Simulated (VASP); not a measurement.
# Rb (I4/mmm) in VASP: a series of runs

Runs on Rb. Level: PBE+D3(BJ). Tasks: single point, relaxation of cell and atoms.

All numbers are computed with VASP 6.6.1; they aren't measurements. Logs are shortened: lines on timing, memory, paths and dates and some standing lists are left out, and cuts for length are marked.

## (1) The cell of the first run

The structure is tetragonal, space group I4/mmm (No. 139). The conventional cell has a = 5.695 Å, b = 5.695 Å, c = 5.300 Å, α = 90.00°, β = 90.00°, γ = 90.00°.

## (2) Single point, PBE+D3(BJ)

The input, INCAR:

```
PREC = Accurate
ENCUT = 520
EDIFF = 1E-6
ISMEAR = 0
SIGMA = 0.1
LREAL = F
LASPH = T
NELM = 60
ALGO = Fast
ISIF = 2
LWAVE = F
LCHARG = F
GGA = PE
IVDW = 12
NBANDS = 10
```

The input, KPOINTS:

```
Automatic mesh
0
Gamma
  12 12 12
```

The input, POSCAR:

```
Rb
1.0
   -2.8474693818      2.8474693818      2.6501489339
    2.8474693818     -2.8474693818      2.6501489339
    2.8474693818      2.8474693818     -2.6501489339
Rb
1
Direct
    0.0000000000      0.0000000000      0.0000000000
```

Potentials or basis: VASP PAW PBE potentials, release 64 (Rb_sv).

Command:

```bash
cat potpaw_PBE.64/Rb_sv/POTCAR > POTCAR
mpirun -np 1 vasp_std > vasp.out
```

OUTCAR:

```text
PREC = Accurate
   ENCUT = 520
   EDIFF = 1E-6
   ISMEAR = 0
   LREAL = F
   LASPH = T
   NELM = 60
   ISIF = 2
   GGA = PE
   IVDW = 12
 IVDW          = 12

 ion  position               nearest neighbor table
   1  0.000  0.000  0.000-

  LATTYP: Found a body centered tetragonal cell.
 ALAT       =     5.6949387636
 C/A-ratio  =     0.9307032240

  Lattice vectors:

 A1 = (  -2.8474693818,   2.8474693818,   2.6501489339)
 A2 = (   2.8474693818,  -2.8474693818,   2.6501489339)
 A3 = (   2.8474693818,   2.8474693818,  -2.6501489339)

Analysis of symmetry for initial positions (statically):
=====================================================================
 Subroutine PRICEL returns:
 Original cell was already a primitive cell.

 Routine SETGRP: Setting up the symmetry group for a
 body centered tetragonal supercell.

 Subroutine GETGRP returns: Found 16 space group operations
 (whereof 16 operations were pure point group operations)
 out of a pool of 16 trial point group operations.

The static configuration has the point symmetry D_4h.

Analysis of symmetry for dynamics (positions and initial velocities):
=====================================================================
 Subroutine PRICEL returns:
 Original cell was already a primitive cell.

 Routine SETGRP: Setting up the symmetry group for a
 body centered tetragonal supercell.

 Subroutine GETGRP returns: Found 16 space group operations
 (whereof 16 operations were pure point group operations)
 out of a pool of 16 trial point group operations.

The dynamic configuration has the point symmetry D_4h.

 Subroutine INISYM returns: Found 16 space group operations
 (whereof 16 operations are pure point group operations),
 and found     1 'primitive' translations

----------------------------------------------------------------------------------------

                                     Primitive cell

  volume of cell :      85.9505

  direct lattice vectors                    reciprocal lattice vectors
    -2.847469382  2.847469382  2.650148934     0.000000000  0.175594513  0.188668642
     2.847469382 -2.847469382  2.650148934     0.175594513  0.000000000  0.188668642
     2.847469382  2.847469382 -2.650148934     0.175594513  0.175594513  0.000000000

  length of vectors
     4.820731597  4.820731597  4.820731597     0.257738801  0.257738801  0.248328142

  position of ions in fractional coordinates (direct lattice)
     0.000000000  0.000000000  0.000000000

  ion indices of the primitive-cell ions
   primitive index   ion index
                 1           1

[... 81 lines left out ...]
   PSTRESS=    0.0 pullay stress
   NELECT =       9.0000    total number of electrons
   NUPDOWN=      -1.0000    fix difference up-down
   EMIN   =  10.00;   EMAX   =-10.00  energy-range for DOS
   EFERMI =   0.00;   METHOD = LEGACY
   ISMEAR =     0;   SIGMA  =   0.10  broadening in eV -4-tet -1-fermi 0-gaus
   EFERMI_NEDOS =   21; number of points for ismear=-14 and -15
   IALGO  =     68    algorithm
   IMIX   =      4    mixing-type and parameters
     AMIX     =   0.40;   BMIX     =  1.00
     AMIX_MAG =   1.60;   BMIX_MAG =  1.00
  volume/ion in A,a.u.               =      85.95       580.02
  Fermi-wavevector in a.u.,A,eV,Ry     =   0.771625  1.458160  8.100975  0.595405
  Thomas-Fermi vector in A             =   1.873083
   LORBIT       =      0    0 simple, 1 ext, 2 COOP (PROOUT), +10 PAW based schemes
   GGA     = PE    functional components
   LHFCALC =     F    Hartree Fock is set to
   AEXX    =    0.0000 exact exchange contribution
   IVDW    =    12    specifies the selected vdW correction
   LEPSILON=     F    determine dielectric tensor
   LRPA    =     F    only Hartree local field effects (RPA)
 non-spin polarized calculation
 RMM-DIIS sequential band-by-band and
 Gauss-broadening in eV      SIGMA  =   0.10
  energy-cutoff  :      520.00
  volume of cell :       85.95
 maximum number of plane-waves:      2336
   NGX = 17   NGY = 17   NGZ = 17

 number of electron       9.0000000 magnetization

 Free energy of the ion-electron system (eV)
  ---------------------------------------------------
  ext. energy  EPLUGINS =         0.00000000
  ---------------------------------------------------
  free energy    TOTEN  =        -0.93445380 eV

  energy without entropy =       -0.92973165  energy(sigma->0) =       -0.93209273

 E-fermi :   0.1386     XC(G=0):  -5.6056

 val. band max:        0.1366841634   @ k =   0.3333   0.0833   0.0833
 cond. band min:       0.1463547724   @ k =  -0.4167   0.4167   0.1667
 fundamental gap:      0.0096706090
 Fermi energy:         0.1385602076

 k-point     1 :       0.0000    0.0000    0.0000
  band No.  band energies     occupation
      1     -28.7314      2.00000
      2     -12.7674      2.00000
      3     -12.7674      2.00000
      4     -12.7672      2.00000
      5      -1.9048      2.00000
      6       3.6299      0.00000
      7       4.0232      0.00000
      8       4.0232      0.00000
      9       4.5773      0.00000
     10       5.1152      0.00000
[... 287 lines left out ...]
 k-point    24 :      -0.4167    0.1667    0.0000
  band No.  band energies     occupation
      1     -28.7267      2.00000
      2     -12.8545      2.00000
      3     -12.8025      2.00000
      4     -12.7760      2.00000
      5      -0.4302      2.00000
      6       2.0845      0.00000
      7       2.5488      0.00000
      8       4.5505      0.00000
      9       4.7493      0.00000
     10       5.3714      0.00000

 [... further k-points ...]

------------------------ aborting loop because EDIFF is reached ----------------------------------------

 Edisp (eV)   -0.10752

 E8    (eV) :    -0.0616

  FORCE on cell =-STRESS in cart. coord.  units (eV):
  Direction    XX          YY          ZZ          XY          YZ          ZX
  --------------------------------------------------------------------------------------
  -------------------------------------------------------------------------------------
  Total      -0.01149    -0.01149     0.00649     0.00000     0.00000    -0.00000
  in kB      -0.21411    -0.21411     0.12107     0.00000     0.00000    -0.00000
  external pressure =       -0.10 kB  Pullay stress =        0.00 kB

 VOLUME and BASIS-vectors are now :
 -----------------------------------------------------------------------------
  energy-cutoff  :      520.00
  volume of cell :       85.95
      direct lattice vectors                 reciprocal lattice vectors
    -2.847469382  2.847469382  2.650148934     0.000000000  0.175594513  0.188668642
     2.847469382 -2.847469382  2.650148934     0.175594513  0.000000000  0.188668642
     2.847469382  2.847469382 -2.650148934     0.175594513  0.175594513  0.000000000

 POSITION                                       TOTAL-FORCE (eV/Angst)
 -----------------------------------------------------------------------------------
      0.00000      0.00000      0.00000        -0.000000     -0.000000      0.000000
 -----------------------------------------------------------------------------------
    total drift:                               -0.000000      0.000000      0.000000

  FREE ENERGIE OF THE ION-ELECTRON SYSTEM (eV)
  ---------------------------------------------------
  free  energy   TOTEN  =        -1.0419751254 eV

  energy  without entropy=       -1.0372529822  energy(sigma->0) =       -1.03961405
```

It took 91 s on 1 thread of Intel Xeon 6975P-C, shared host; peak memory 0.29 GiB.

Results:

- Free energy: -1.0420 eV
- Pressure: 0.0 GPa
- Dispersion energy per atom: -0.108 eV

Levels at points of the mesh, in eV from the Fermi level:
```
           k point  band 1  band 2  band 3  band 4  band 5  band 6  band 7  band 8  band 9  band 10
(0.00, 0.00, 0.00)  -28.87  -12.91  -12.91  -12.91   -2.04    3.49    3.88    3.88    4.44     4.98
(0.50, 0.00, 0.00)  -28.86  -13.02  -12.95  -12.91    0.28    0.89    2.48    4.43    5.22     5.53
(0.50, 0.50, 0.00)  -28.86  -13.02  -12.94  -12.90    0.15    0.72    2.88    4.19    5.16     5.56
(0.50, 0.50, 0.50)  -28.86  -12.99  -12.99  -12.98    1.13    1.31    3.17    3.17    3.91     5.13
```

Caveat: pairwise dispersion overbinds metals, which lowers pressure and volume.

## (3) Relaxation of cell and atoms, PBE+D3(BJ)

The input, INCAR:

```
PREC     = Accurate       # precision mode
ENCUT    = 600            # plane-wave cutoff, eV
EDIFF    = 1E-7           # SCF threshold, eV
ISMEAR   = 0              # smearing method
SIGMA    = 0.1            # smearing width, eV
LREAL    = False          # projectors in reciprocal space
LASPH    = True           # aspherical terms in the spheres
NELM     = 60             # most SCF steps
ALGO     = Fast           # electronic algorithm
ISIF     = 3              # what is computed and relaxed
LWAVE    = False          # write WAVECAR
LCHARG   = False          # write CHGCAR
GGA      = PE             # functional
IVDW     = 12             # dispersion correction
IBRION   = 2              # ionic algorithm
NSW      = 100            # ionic steps
EDIFFG   = -0.005         # ionic threshold
```

The input, KPOINTS:

```
regular mesh
0
Gamma
  12 12 12
```

POSCAR is that of step 2.

Potentials or basis: VASP PAW PBE potentials, release 64 (Rb_sv).

Command:

```bash
cat potpaw_PBE.64/Rb_sv/POTCAR > POTCAR
mpirun -np 1 vasp_std > vasp.out
```

OUTCAR:

```text
PREC = Accurate
   ENCUT = 600
   EDIFF = 1E-7
   ISMEAR = 0
   LREAL = False
   LASPH = True
   NELM = 60
   ISIF = 3
   GGA = PE
   IVDW = 12
   IBRION = 2
   NSW = 100
   EDIFFG = -0.005
 IVDW          = 12

 ion  position               nearest neighbor table
   1  0.000  0.000  0.000-

  LATTYP: Found a body centered tetragonal cell.
 ALAT       =     5.6949387636
 C/A-ratio  =     0.9307032240

  Lattice vectors:

 A1 = (  -2.8474693818,   2.8474693818,   2.6501489339)
 A2 = (   2.8474693818,  -2.8474693818,   2.6501489339)
 A3 = (   2.8474693818,   2.8474693818,  -2.6501489339)

Analysis of symmetry for initial positions (statically):
=====================================================================
 Subroutine PRICEL returns:
 Original cell was already a primitive cell.

 Routine SETGRP: Setting up the symmetry group for a
[... 480 lines left out ...]
 number of electron       9.0000000 magnetization

 Free energy of the ion-electron system (eV)
  ---------------------------------------------------
  ext. energy  EPLUGINS =         0.00000000
  ---------------------------------------------------
  free energy    TOTEN  =        -0.93436706 eV

  energy without entropy =       -0.92906919  energy(sigma->0) =       -0.93171812

 E-fermi :   0.1428     XC(G=0):  -5.6109

 val. band max:        0.1186394102   @ k =   0.3333   0.0833   0.0833
 cond. band min:       0.1515461729   @ k =   0.5000   0.3333   0.0000
 fundamental gap:      0.0329067627
 Fermi energy:         0.1427572640

 k-point     1 :       0.0000    0.0000    0.0000
  band No.  band energies     occupation
      1     -28.7250      2.00000
      2     -12.7608      2.00000
      3     -12.7607      2.00000
      4     -12.7607      2.00000
      5      -1.9029      2.00000
      6       3.7850      0.00000
      7       3.9346      0.00000
      8       3.9346      0.00000
[... 243 lines left out ...]
 k-point    24 :      -0.4167    0.1667    0.0000
  band No.  band energies     occupation
      1     -28.7203      2.00000
      2     -12.8495      2.00000
      3     -12.7955      2.00000
      4     -12.7693      2.00000
      5      -0.4175      2.00000
      6       2.0564      0.00000
      7       2.5767      0.00000
      8       4.5326      0.00000

 [... further k-points ...]

------------------------ aborting loop because EDIFF is reached ----------------------------------------

 Edisp (eV)   -0.10779

 E8    (eV) :    -0.0618
[... 24 lines left out ...]
  FREE ENERGIE OF THE ION-ELECTRON SYSTEM (eV)
  ---------------------------------------------------
  free  energy   TOTEN  =        -1.0421579604 eV

  energy  without entropy=       -1.0368600955  energy(sigma->0) =       -1.03950903

 reached required accuracy - stopping structural energy minimisation
```

CONTCAR:

```text
Rb
   1.00000000000000
    -2.8042810406797849    2.8042810406797849    2.7268432665514628
     2.8042810406797849   -2.8042810406797849    2.7268432665514628
     2.8042810406797849    2.8042810406797849   -2.7268432665514628
  Rb
     1
Direct
     0.0000000000000000    0.0000000000000000    0.0000000000000000

  0.00000000E+00  0.00000000E+00  0.00000000E+00
```

Wall time 12 min (1 thread of Intel Xeon 6975P-C, shared host); peak memory 0.36 GiB.

Results:

```yaml
Free_energy: -1.0422 eV
Relaxed_volume: 85.78 Å³/atom
Relaxed_cell: a = 4.813 Å, b = 4.813 Å, c = 4.813 Å, α = 108.72°, β = 108.72°, γ = 110.98°
Space_group_after_relaxing_to_0.05_Å: I4/mmm (No. 139)
Energy_gained_by_relaxing: 0.2 meV/atom
Ionic_steps: 9
Pressure_after_relaxing: 0.0 GPa
Dispersion_energy_per_atom: -0.108 eV
```

Step by step:
| step | energy change (eV) | largest force (eV/Å) | pressure (GPa) | volume (Å³) |
| --- | --- | --- | --- | --- |
| 1 | 0.0000 | 0.0000 | -0.01 | 85.95 |
| 2 | 0.0000 | 0.0000 | -0.01 | 85.89 |
| 3 | 0.0000 | 0.0000 | 0.00 | 85.71 |
| 4 | -0.0001 | 0.0000 | 0.01 | 85.34 |
| 5 | -0.0001 | 0.0000 | 0.01 | 85.42 |
| 6 | -0.0002 | 0.0000 | 0.00 | 85.64 |
| 7 | -0.0002 | 0.0000 | -0.02 | 86.07 |
| 8 | -0.0002 | 0.0000 | -0.01 | 86.00 |
| 9 | -0.0002 | 0.0000 | 0.00 | 85.78 |

Final structure:
```cif
data_structure
_symmetry_space_group_name_H-M 'P 1'
_symmetry_Int_Tables_number 1
_cell_length_a 4.8129
_cell_length_b 4.8129
_cell_length_c 4.8129
_cell_angle_alpha 108.724
_cell_angle_beta 108.724
_cell_angle_gamma 110.977
_cell_volume 85.78
loop_
_atom_site_label
_atom_site_type_symbol
_atom_site_fract_x
_atom_site_fract_y
_atom_site_fract_z
_atom_site_occupancy
Rb1 Rb 0.00000 0.00000 0.00000 1
```

Levels at points of the mesh, in eV from the Fermi level:
| k point | band 2 | band 3 | band 4 | band 5 | band 6 | band 7 | band 8 |
| --- | --- | --- | --- | --- | --- | --- | --- |
| (0.00, 0.00, 0.00) | -12.90 | -12.90 | -12.90 | -2.05 | 3.64 | 3.79 | 3.79 |
| (0.50, 0.00, 0.00) | -13.02 | -12.94 | -12.90 | 0.25 | 0.85 | 2.55 | 4.42 |
| (0.50, 0.50, 0.00) | -13.02 | -12.94 | -12.90 | 0.20 | 0.79 | 2.71 | 4.31 |
| (0.50, 0.50, 0.50) | -12.99 | -12.99 | -12.98 | 1.18 | 1.26 | 3.32 | 3.32 |

Caveat: pairwise dispersion overbinds metals, which lowers pressure and volume.
